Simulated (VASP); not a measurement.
# PbS: single point with PBE+D3(BJ)

System: PbS, a slab with vacuum.

```
CELL_PARAMETERS angstrom
0.00000 -3.00438 -3.00618
0.00000 3.00438 -3.00618
12.29828 0.00000 0.00000
ATOMIC_POSITIONS crystal
Pb 0.74336 0.24336 0.57380
Pb 0.24336 0.74336 0.34489
S 0.23564 0.73564 0.56378
S 0.73564 0.23564 0.35491
```

This cell differs from its parent crystal: the distance across one plane changed.

- Program: VASP 6.6.1
- Task: single point
- Functional: PBE
- Dispersion: D3(BJ)
- Potentials or basis: VASP PAW PBE potentials, release 64 (Pb_d, S)
- Cutoff: 500 eV
- k mesh: 6 × 6 × 3
- Occupations: gaussian, width 0.05 eV
- Spin: no spin polarisation
- Dipole correction: no
- Further INCAR settings: ALGO = Normal; EDIFF = 1e-06; NBANDS = 28

- Largest force: 0.064 eV/Å
- Band gap on the k mesh: 2.07 eV
- Dispersion energy per atom: -0.226 eV

Forces in eV/Å, atoms in the order of the input:
```
Pb  -0.052  0.000  0.005
Pb   0.052  0.000  0.005
S   -0.064  0.000 -0.005
S    0.064  0.000 -0.005
```

Levels at points of the mesh, in eV from the valence-band top:
| k point | band 18 | band 19 | band 20 | band 21 | band 22 | band 23 |
| --- | --- | --- | --- | --- | --- | --- |
| (0.00, 0.00, 0.00) | -1.23 | -1.23 | -0.15 | 2.26 | 3.89 | 5.07 |
| (0.50, 0.00, 0.00) | -0.89 | 0.00 | 0.00 | 2.08 | 2.08 | 3.14 |
| (0.50, 0.50, 0.00) | -2.54 | -1.26 | -1.25 | 4.24 | 4.25 | 5.30 |

Wall time 4.8 min on 1 thread of Intel Xeon 8259CL, on a shared host, peak memory 0.37 GiB.

Caveat: the cell differs from its parent crystal (the distance across one plane changed); spin-orbit coupling is left out, which moves the levels of the heavy elements.
